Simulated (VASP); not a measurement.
# KZnF3 (Cmmm) in VASP: further runs, part 2 of 2

VASP 6.6.1.

## (4) Single point, r2SCAN (strain -0.0100 x Voigt [0, 0, 0, 0, 0, 1])

Input file POSCAR:

```
KZnF3
1.0
    4.0500000000     -0.0202500000      0.0000000000
   -0.0202500000      4.0500000000      0.0000000000
    0.0000000000      0.0000000000      4.0500000000
K Zn F
1 1 3
Direct
    0.0000000000      0.0000000000      0.0000000000
    0.5000000000      0.5000000000      0.5000000000
    0.5000000000      0.5000000000      0.0000000000
    0.0000000000      0.5000000000      0.5000000000
    0.5000000000      0.0000000000      0.5000000000
```

Input file INCAR.step1:

```
SYSTEM = KZnF3
  PREC = Accurate
  ENCUT = 520
  ISMEAR = 0
  SIGMA = 0.05
  LREAL = .False.
  LASPH = .True.
  NELM = 80
  NBANDS = 29
  GGA = PE
  ALGO = Normal
  EDIFF = 1E-4
  LWAVE = .True.
  LCHARG = .False.
```

Input file INCAR.step2:

```
SYSTEM = KZnF3
  PREC = Accurate
  ENCUT = 520
  EDIFF = 1E-6
  ISMEAR = 0
  SIGMA = 0.05
  LREAL = .False.
  LASPH = .True.
  NELM = 80
  ALGO = Normal
  ISIF = 2
  LWAVE = .False.
  LCHARG = .True.
  METAGGA = R2SCAN
  LMIXTAU = .True.
  LELF = .True.
  LVHAR = .True.
  NBANDS = 29
  ISTART = 1
```

Input file KPOINTS:

```
regular mesh
0
Gamma
  6 6 6
  0 0 0
```

Potentials or basis: VASP PAW PBE potentials, release 64 (K_sv, Zn, F).

Started as:

```console
> cat potpaw_PBE.64/K_sv/POTCAR potpaw_PBE.64/Zn/POTCAR potpaw_PBE.64/F/POTCAR > POTCAR
> cp INCAR.step1 INCAR
> mpirun -np 1 vasp_std > vasp.out
> cp INCAR.step2 INCAR
> mpirun -np 1 vasp_std > vasp.out
```

OUTCAR:

```text
SYSTEM = KZnF3
   PREC = Accurate
   ENCUT = 520
   EDIFF = 1E-6
   ISMEAR = 0
   LREAL = .False.
   LASPH = .True.
   NELM = 80
   ISIF = 2
   METAGGA = R2SCAN
   ISTART = 1

 ion  position               nearest neighbor table
   1  0.000  0.000  0.000-   3 2.85   3 2.85
   2  0.500  0.500  0.500-   3 2.02   3 2.02   5 2.03   4 2.03   5 2.03   4 2.03
   3  0.500  0.500  0.000-   2 2.02   2 2.02   1 2.85   1 2.85
   4  0.000  0.500  0.500-   2 2.03   2 2.03
   5  0.500  0.000  0.500-   2 2.03   2 2.03
[... 966 lines left out ...]

 [... further k-points ...]
[... 5 lines left out ...]
  --------------------------------------------------------------------------------------
  -------------------------------------------------------------------------------------
  Total        0.0182654      0.0182654      0.0144482      0.1563497      0.0000000      0.0000000
  in kB        0.4405400      0.4405400      0.3484740      3.7709738      0.0000000      0.0000000
  external PRESSURE =       0.4098513 kB  Pullay stress =       0.0000000 kB

 VOLUME and BASIS-vectors are now :
 -----------------------------------------------------------------------------
  energy-cutoff  :      520.00
  volume of cell :       66.43
      direct lattice vectors                 reciprocal lattice vectors
     4.050000000 -0.020250000  0.000000000     0.246919753  0.001234599  0.000000000
    -0.020250000  4.050000000  0.000000000     0.001234599  0.246919753  0.000000000
     0.000000000  0.000000000  4.050000000     0.000000000  0.000000000  0.246913580

 POSITION                                       TOTAL-FORCE (eV/Angst)
 -----------------------------------------------------------------------------------
      0.00000      0.00000      0.00000        -0.000000     -0.000000      0.000000
      2.01487      2.01487      2.02500         0.000000     -0.000000      0.000000
      2.01487      2.01487      0.00000        -0.000000      0.000000      0.000000
     -0.01013      2.02500      2.02500        -0.000000     -0.000000      0.000000
      2.02500     -0.01013      2.02500        -0.000000     -0.000000      0.000000
 -----------------------------------------------------------------------------------
    total drift:                                0.000000      0.000000     -0.000000

  FREE ENERGIE OF THE ION-ELECTRON SYSTEM (eV)
  ---------------------------------------------------
  free  energy   TOTEN  =       -38.3555273036 eV

  energy  without entropy=      -38.3555273036  energy(sigma->0) =      -38.35552730
```

OSZICAR.step1:

```text
N       E                     dE             d eps       ncg     rms          rms(c)
DAV:   1     0.444856637435E+03    0.44486E+03   -0.22311E+04  3016   0.174E+03
DAV:   2     0.180048913593E+02   -0.42685E+03   -0.40582E+03  3309   0.453E+02
DAV:   3    -0.215463111720E+02   -0.39551E+02   -0.39272E+02  3595   0.143E+02
DAV:   4    -0.224957522473E+02   -0.94944E+00   -0.94719E+00  4431   0.208E+01
DAV:   5    -0.225083689180E+02   -0.12617E-01   -0.12610E-01  3652   0.213E+00    0.115E+01
DAV:   6    -0.202296444477E+02    0.22787E+01   -0.64090E+00  4309   0.347E+01    0.703E+00
DAV:   7    -0.202880642409E+02   -0.58420E-01   -0.13872E+00  3346   0.732E+00    0.452E+00
DAV:   8    -0.203013944105E+02   -0.13330E-01   -0.47907E-01  4033   0.132E+01    0.159E+00
DAV:   9    -0.202660367041E+02    0.35358E-01   -0.83364E-02  4624   0.830E+00    0.533E-01
DAV:  10    -0.202637745018E+02    0.22622E-02   -0.54758E-02  4410   0.507E+00    0.225E-01
DAV:  11    -0.202640359955E+02   -0.26149E-03   -0.88386E-03  3370   0.836E-01    0.120E-01
DAV:  12    -0.202641415847E+02   -0.10559E-03   -0.35303E-04  3314   0.225E-01    0.119E-01
DAV:  13    -0.202639304045E+02    0.21118E-03   -0.12072E-03  4356   0.106E+00    0.186E-02
DAV:  14    -0.202639402036E+02   -0.97991E-05   -0.12394E-04  1958   0.136E-01
   1 F= -.20263940E+02 E0= -.20263940E+02  d E =-.192554E-21
```

Run time: 2.8 min. Hardware: 1 thread of AMD EPYC 9R45 (Zen 5), shared host; peak memory 0.2 GiB.

Results:

| Item | Value |
| --- | --- |
| Free energy | -38.3555 eV |
| Pressure | 0.0 GPa |
| Band gap on the k mesh | 4.58 eV (least direct gap 6.54 eV) |

Levels at points of the mesh, in eV from the valence-band top:
```tsv
k point	band 17	band 18	band 19	band 20	band 21	band 22	band 23	band 24	band 25	band 26
(0.00, 0.00, 0.00)	-2.21	-2.20	-2.00	-1.98	-1.96	4.58	9.29	9.29	10.27	11.77
(0.50, 0.00, 0.00)	-2.16	-2.16	-1.79	-1.79	-1.51	7.35	9.02	10.27	11.88	11.88
(0.50, 0.50, 0.00)	-2.09	-1.87	-1.87	-1.65	0.00	8.84	10.82	10.99	11.01	12.20
(0.00, 0.00, 0.50)	-2.19	-2.13	-1.79	-1.79	-1.51	7.35	9.02	10.27	11.83	11.93
(0.50, 0.00, 0.50)	-2.09	-1.87	-1.87	-1.65	0.00	8.84	10.82	11.00	11.00	12.21
(0.50, 0.50, 0.50)	-1.63	-1.63	-1.63	0.00	0.00	9.16	9.20	9.24	11.17	13.25
```

Caveat: the cell differs from its parent crystal (strain -0.0100 x Voigt [0, 0, 0, 0, 0, 1]); the PAW data sets were made with another functional, which shifts forces and pressure a little. A k mesh can miss the band edges.

## (5) Single point, r2SCAN (strain +0.0050 x Voigt [0, 0, 0, 0, 0, 1])

Changes to POSCAR since step 4:

```diff
@@ -2,4 +2,4 @@
 1.0
-    4.0500000000     -0.0202500000      0.0000000000
-   -0.0202500000      4.0500000000      0.0000000000
+    4.0500000000      0.0101250000      0.0000000000
+    0.0101250000      4.0500000000      0.0000000000
     0.0000000000      0.0000000000      4.0500000000
```

Input file INCAR.step1:

```
SYSTEM = KZnF3
ALGO = Normal
EDIFF = 1E-4
ENCUT = 520
GGA = PE
ISMEAR = 0
LASPH = .True.
LCHARG = .False.
LREAL = .False.
LWAVE = .True.
NBANDS = 29
NELM = 80
PREC = Accurate
SIGMA = 0.05
```

Input file INCAR.step2:

```
SYSTEM = KZnF3
ALGO = Normal
EDIFF = 1E-7
ENCUT = 520
ISIF = 2
ISMEAR = 0
ISTART = 1
LASPH = .True.
LCHARG = .False.
LMIXTAU = .True.
LREAL = .False.
LWAVE = .False.
METAGGA = R2SCAN
NBANDS = 29
NELM = 80
PREC = Accurate
SIGMA = 0.05
```

Input file KPOINTS:

```
k-points
0
Gamma
  6 6 6
  0 0 0
```

Started as:

```console
> cat potpaw_PBE.64/K_sv/POTCAR potpaw_PBE.64/Zn/POTCAR potpaw_PBE.64/F/POTCAR > POTCAR
> cp INCAR.step1 INCAR
> mpirun -np 1 vasp_std > vasp.out
> cp INCAR.step2 INCAR
> mpirun -np 1 vasp_std > vasp.out
```

Run time: 3.2 min. Hardware: 1 thread of AMD EPYC 9R45 (Zen 5), shared host; peak memory 0.2 GiB.

Results (log left out):

```yaml
Free_energy: -38.3561 eV
Pressure: 0.0 GPa
Band_gap_on_the_k_mesh: 4.58 eV (least direct gap 6.55 eV)
```

Stress tensor (GPa, compression positive):
```
 0.03 -0.19  0.00
-0.19  0.03  0.00
 0.00  0.00  0.03
```

Levels at points of the mesh, in eV from the valence-band top:
```tsv
k point	band 17	band 18	band 19	band 20	band 21	band 22	band 23	band 24	band 25	band 26
(0.00, 0.00, 0.00)	-2.21	-2.21	-1.99	-1.98	-1.97	4.58	9.29	9.29	10.27	11.78
(0.50, 0.00, 0.00)	-2.16	-2.16	-1.79	-1.79	-1.51	7.35	9.02	10.27	11.88	11.88
(0.50, 0.50, 0.00)	-2.09	-1.87	-1.87	-1.65	0.00	8.84	10.82	11.00	11.00	12.20
(0.00, 0.00, 0.50)	-2.18	-2.14	-1.79	-1.79	-1.51	7.35	9.02	10.27	11.85	11.90
(0.50, 0.00, 0.50)	-2.09	-1.87	-1.87	-1.65	0.00	8.84	10.82	11.00	11.00	12.21
(0.50, 0.50, 0.50)	-1.63	-1.63	-1.63	0.00	0.00	9.18	9.20	9.22	11.17	13.25
```

Caveat: the cell differs from its parent crystal (strain +0.0050 x Voigt [0, 0, 0, 0, 0, 1]); the PAW data sets were made with another functional, which shifts forces and pressure a little.

## (6) Overview

```csv
cell,gap on the mesh (eV),pressure (GPa)
"a = 4.050 Å, angles 90.0, 90.0, 91.1°, 5 atoms",4.58,0.1
"a = 4.050 Å, angles 90.0, 90.0, 89.1°, 5 atoms",4.58,0.0
"a = 4.050 Å, angles 90.0, 90.0, 90.6°, 5 atoms",4.58,0.0
"a = 4.050 Å, angles 90.0, 90.0, 89.7°, 5 atoms",4.58,0.0
```

Alike in all rows: task single point; level r2SCAN; potentials or basis VASP PAW PBE potentials, release 64 (K_sv, Zn, F); no spin polarisation; k mesh 6 × 6 × 6; cutoff (eV) 520; smearing gaussian 0.05 eV.

Caveats: the PAW data sets were made with another functional, which shifts forces and pressure a little.

Total energies depend on the potentials used, so only differences within one code and one set of settings carry meaning.
